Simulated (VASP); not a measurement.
Runs of VASP 6.6.1 on CaO (Lime). The structure is that of space group Fm-3m (No. 225), or close to it. The cells are those of the table. 

| cell | gap on the mesh (eV) | pressure (GPa) |
| --- | --- | --- |
| a = 3.403 Å, angles 60.0°, 2 atoms | 3.56 | (a) |
| a = 3.448 Å, angles 60.0°, 2 atoms | 3.57 | -10.1 |
| a = 3.334 Å, angles 60.0°, 2 atoms | 3.52 | (b) |
| a = 3.357 Å, angles 60.0°, 2 atoms | 3.54 | -2.2 |
| a = 3.380 Å, angles 60.0°, 2 atoms | 3.55 | -4.5 |

Alike in all rows: task single point; level LDA; potentials or basis VASP PAW LDA potentials, release 64 (Ca_sv, O); no spin polarisation; k mesh 7 × 7 × 7; cutoff (eV) 520; smearing gaussian 0.01 eV.

Problem. Estimate the missing entries.

Solution. (a) -6.6; (b) 0.4.

A k mesh can miss the band edges.
